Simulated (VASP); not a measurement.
# KI (Pm-3m) in VASP: a series of runs, part 2 of 2

VASP 6.6.1. The steps go on from the part before.

### 3 Single point, r2SCAN (volume changed by -3%)

Contents of POSCAR:

```
KI
1.0
    4.2477379534      0.0000000000      0.0000000000
    0.0000000000      4.2477379534      0.0000000000
    0.0000000000      0.0000000000      4.2477379534
K I
1 1
Direct
    0.0000000000      0.0000000000      0.0000000000
    0.5000000000      0.5000000000      0.5000000000
```

Contents of INCAR.step1:

```
SYSTEM = KI
PREC = Accurate ; ENCUT = 520
ISMEAR = 0 ; SIGMA = 0.01
LREAL = .False. ; LASPH = .True.
NELM = 100 ; NBANDS = 15
GGA = PE ; ALGO = Normal
EDIFF = 1E-4 ; LWAVE = .True.
LCHARG = .False.
```

Contents of INCAR.step2:

```
SYSTEM = KI
PREC = Accurate ; ENCUT = 520
EDIFF = 1E-6 ; ISMEAR = 0
SIGMA = 0.01 ; LREAL = .False.
LASPH = .True. ; NELM = 100
ALGO = Normal ; ISIF = 2
LWAVE = .False. ; LCHARG = .False.
METAGGA = R2SCAN ; LMIXTAU = .True.
NBANDS = 15 ; ISTART = 1
```

Contents of KPOINTS:

```
Automatic mesh
0
Gamma
  6 6 6
  0 0 0
```

Potentials or basis: VASP PAW PBE potentials, release 64 (K_sv, I).

On the command line:

```sh
$ cat potpaw_PBE.64/K_sv/POTCAR potpaw_PBE.64/I/POTCAR > POTCAR
$ cp INCAR.step1 INCAR
$ mpirun -np 1 vasp_std > vasp.out
$ cp INCAR.step2 INCAR
$ mpirun -np 1 vasp_std > vasp.out
```

OUTCAR:

```text
SYSTEM = KI
   PREC = Accurate
   ENCUT = 520
   EDIFF = 1E-6
   ISMEAR = 0
   LREAL = .False.
   LASPH = .True.
   NELM = 100
   ISIF = 2
   METAGGA = R2SCAN
   ISTART = 1

 ion  position               nearest neighbor table
   1  0.000  0.000  0.000-   2 3.68   2 3.68   2 3.68   2 3.68   2 3.68   2 3.68   2 3.68   2 3.68

   2  0.500  0.500  0.500-   1 3.68   1 3.68   1 3.68   1 3.68   1 3.68   1 3.68   1 3.68   1 3.68

  LATTYP: Found a simple cubic cell.
 ALAT       =     4.2477379534

  Lattice vectors:

 A1 = (   4.2477379534,   0.0000000000,   0.0000000000)
 A2 = (   0.0000000000,   4.2477379534,   0.0000000000)
 A3 = (   0.0000000000,   0.0000000000,   4.2477379534)

Analysis of symmetry for initial positions (statically):
=====================================================================
 Subroutine PRICEL returns:
 Original cell was already a primitive cell.

 Routine SETGRP: Setting up the symmetry group for a
 simple cubic supercell.

 Subroutine GETGRP returns: Found 48 space group operations
 (whereof 48 operations were pure point group operations)
 out of a pool of 48 trial point group operations.

The static configuration has the point symmetry O_h .

Analysis of symmetry for dynamics (positions and initial velocities):
=====================================================================
 Subroutine PRICEL returns:
 Original cell was already a primitive cell.

 Routine SETGRP: Setting up the symmetry group for a
 simple cubic supercell.

 Subroutine GETGRP returns: Found 48 space group operations
 (whereof 48 operations were pure point group operations)
 out of a pool of 48 trial point group operations.

The dynamic configuration has the point symmetry O_h .

 Subroutine INISYM returns: Found 48 space group operations
 (whereof 48 operations are pure point group operations),
 and found     1 'primitive' translations

----------------------------------------------------------------------------------------

                                     Primitive cell

  volume of cell :      76.6431

  direct lattice vectors                    reciprocal lattice vectors
     4.247737953  0.000000000  0.000000000     0.235419419  0.000000000  0.000000000
     0.000000000  4.247737953  0.000000000     0.000000000  0.235419419  0.000000000
     0.000000000  0.000000000  4.247737953     0.000000000  0.000000000  0.235419419

  length of vectors
     4.247737953  4.247737953  4.247737953     0.235419419  0.235419419  0.235419419

  position of ions in fractional coordinates (direct lattice)
     0.000000000  0.000000000  0.000000000
     0.500000000  0.500000000  0.500000000

  ion indices of the primitive-cell ions
   primitive index   ion index
                 1           1
                 2           2

----------------------------------------------------------------------------------------

 KPOINTS: Automatic mesh

Automatic generation of k-mesh.
 Grid dimensions read from file:
 generate k-points for:    6    6    6

 Generating k-lattice:

[... 23 lines left out ...]
  0.333333  0.166667  0.000000     24.000000
[... 12 lines left out ...]
  0.500000  0.500000  0.333333      6.000000
  0.500000  0.500000  0.500000      1.000000
   k-points           NKPTS =     20   k-points in BZ     NKDIM =     20   number of bands    NBANDS=     15
   number of dos      NEDOS =    301   number of ions     NIONS =      2
   total plane-waves  NPLWV =  32768
   dimension x,y,z NGX =    32 NGY =   32 NGZ =   32
   dimension x,y,z NGXF=    64 NGYF=   64 NGZF=   64
   ions per type =               1   1
   NGX,Y,Z   is equivalent  to a cutoff of  12.52, 12.52, 12.52 a.u.
   NGXF,Y,Z  is equivalent  to a cutoff of  25.05, 25.05, 25.05 a.u.
 SYSTEM =  KI
   PREC   = accura    normal or accurate (medium, high low for compatibility)
   ISTART =      1    job   : 0-new  1-cont  2-samecut
   ICHARG =      0    charge: 1-file 2-atom 10-const
   ISPIN  =      1    spin polarized calculation?
   LNONCOLLINEAR =      F non collinear calculations
   LSORBIT =      F    spin-orbit coupling
   LASPH  =      T    aspherical Exc in radial PAW
   ENCUT  =  520.0 eV  38.22 Ry    6.18 a.u.   7.90  7.90  7.90*2*pi/ulx,y,z
   NELM   =    100;   NELMIN=  2; NELMDL=  0     # of ELM steps
   EDIFF  = 0.1E-05   stopping-criterion for ELM
   LREAL  =      F    real-space projection
   EDIFFG = 0.1E-04   stopping-criterion for IOM
   NSW    =      0    number of steps for IOM
   IBRION =     -1    ionic relax: 0-MD 1-quasi-New 2-CG
   NFREE  =      0    steps in history (QN), initial steepest desc. (CG)
   ISIF   =      2    stress and relaxation
   ISYM   =      2    0-nonsym 1-usesym 2-fastsym
   POTIM  = 0.5000    time-step for ionic-motion
   TEBEG  =    0.0;   TEEND  =   0.0 temperature during run
   PSTRESS=    0.0 pullay stress
   NELECT =      16.0000    total number of electrons
   NUPDOWN=      -1.0000    fix difference up-down
   EMIN   =  10.00;   EMAX   =-10.00  energy-range for DOS
   EFERMI =   0.00;   METHOD = LEGACY
   ISMEAR =     0;   SIGMA  =   0.01  broadening in eV -4-tet -1-fermi 0-gaus
   EFERMI_NEDOS =   21; number of points for ismear=-14 and -15
   IALGO  =     38    algorithm
   IMIX   =      4    mixing-type and parameters
     AMIX     =   0.40;   BMIX     =  1.00
     AMIX_MAG =   1.60;   BMIX_MAG =  1.00
  volume/ion in A,a.u.               =      38.32       258.61
  Fermi-wavevector in a.u.,A,eV,Ry     =   0.971159  1.835225 12.832338  0.943150
  Thomas-Fermi vector in A             =   2.101353
   LORBIT       =      0    0 simple, 1 ext, 2 COOP (PROOUT), +10 PAW based schemes
   METAGGA = R2SCAN    functional components
   LHFCALC =     F    Hartree Fock is set to
   AEXX    =    0.0000 exact exchange contribution
   IVDW    =     0    specifies the selected vdW correction
   LEPSILON=     F    determine dielectric tensor
   LRPA    =     F    only Hartree local field effects (RPA)
 non-spin polarized calculation
 Gauss-broadening in eV      SIGMA  =   0.01
  energy-cutoff  :      520.00
  volume of cell :       76.64
 maximum number of plane-waves:      2103
 NGX is ok and might be reduce to    32
   NGX = 15   NGY = 15   NGZ = 15

 number of electron      15.9999998 magnetization

 Free energy of the ion-electron system (eV)
  ---------------------------------------------------
  ext. energy  EPLUGINS =         0.00000000
  ---------------------------------------------------
  free energy    TOTEN  =       -33.86013608 eV

  energy without entropy =      -33.86013608  energy(sigma->0) =      -33.86013608

 E-fermi :   0.8558     XC(G=0):  -8.1810

 val. band max:        0.7829541715   @ k =   0.5000   0.5000   0.0000
 cond. band min:       4.9134566698   @ k =   0.0000   0.0000   0.0000
 fundamental gap:      4.1305024982
 Fermi energy:         0.8557862511

 k-point     1 :       0.0000    0.0000    0.0000
  band No.  band energies     occupation
      1     -29.7783      2.00000
      2     -12.4616      2.00000
      3     -12.4616      2.00000
      4     -12.4616      2.00000
      5     -10.7931      2.00000
      6       0.3964      2.00000
      7       0.3964      2.00000
      8       0.3964      2.00000
      9       4.9135      0.00000
     10       5.9728      0.00000
     11       5.9728      0.00000
     12       9.9125      0.00000
     13       9.9125      0.00000
     14       9.9125      0.00000
[... 329 lines left out ...]
      2     -12.5301      2.00000
      3     -12.5301      2.00000
      4     -12.5301      2.00000
      5     -10.1826      2.00000
      6      -0.9975      2.00000
      7      -0.9975      2.00000
      8      -0.9975      2.00000
      9       6.9368      0.00000
     10       6.9368      0.00000
     11       6.9368      0.00000
     12      10.5232      0.00000
     13      10.5232      0.00000
     14      10.5232      0.00000
     15      11.1667      0.00000

------------------------ aborting loop because EDIFF is reached ----------------------------------------

  FORCE on cell =-STRESS in cart. coord.  units (eV):
  Direction    XX          YY          ZZ          XY          YZ          ZX
  --------------------------------------------------------------------------------------
  -------------------------------------------------------------------------------------
  Total        0.2353322      0.2353322      0.2353322     -0.0000000     -0.0000000      0.0000000
  in kB        4.9194756      4.9194756      4.9194756     -0.0000000     -0.0000000      0.0000000
  external PRESSURE =       4.9194756 kB  Pullay stress =       0.0000000 kB

 VOLUME and BASIS-vectors are now :
 -----------------------------------------------------------------------------
  energy-cutoff  :      520.00
  volume of cell :       76.64
      direct lattice vectors                 reciprocal lattice vectors
     4.247737953  0.000000000  0.000000000     0.235419419  0.000000000  0.000000000
     0.000000000  4.247737953  0.000000000     0.000000000  0.235419419  0.000000000
     0.000000000  0.000000000  4.247737953     0.000000000  0.000000000  0.235419419

 POSITION                                       TOTAL-FORCE (eV/Angst)
 -----------------------------------------------------------------------------------
      0.00000      0.00000      0.00000         0.000000      0.000000      0.000000
      2.12387      2.12387      2.12387         0.000000      0.000000      0.000000
 -----------------------------------------------------------------------------------
    total drift:                                0.000000      0.000000     -0.000000

  FREE ENERGIE OF THE ION-ELECTRON SYSTEM (eV)
  ---------------------------------------------------
  free  energy   TOTEN  =       -33.8601360784 eV

  energy  without entropy=      -33.8601360784  energy(sigma->0) =      -33.86013608
```

It took 32 s on 1 thread of Intel Xeon 6975P-C (Granite Rapids), shared host; peak memory 0.18 GiB.

Results:

```yaml
Free_energy: -33.8601 eV
Pressure: 0.5 GPa
Band_gap_on_the_k_mesh: 4.13 eV, indirect (least direct gap 4.41 eV)
```

Levels at points of the mesh, in eV from the valence-band top:
| k point | band 5 | band 6 | band 7 | band 8 | band 9 | band 10 | band 11 | band 12 |
| --- | --- | --- | --- | --- | --- | --- | --- | --- |
| (0.00, 0.00, 0.00) | -11.58 | -0.39 | -0.39 | -0.39 | 4.13 | 5.19 | 5.19 | 9.13 |
| (0.50, 0.00, 0.00) | -11.22 | -2.42 | -0.31 | -0.31 | 6.23 | 6.69 | 7.60 | 7.92 |
| (0.50, 0.50, 0.00) | -11.17 | -1.83 | -1.83 | 0.00 | 4.41 | 6.37 | 7.40 | 7.40 |
| (0.50, 0.50, 0.50) | -10.97 | -1.78 | -1.78 | -1.78 | 6.15 | 6.15 | 6.15 | 9.74 |

Caveat: the PAW data sets were made with another functional, which shifts forces and pressure a little; spin-orbit coupling is left out, which moves the levels of the heavy elements. A k mesh can miss the band edges.
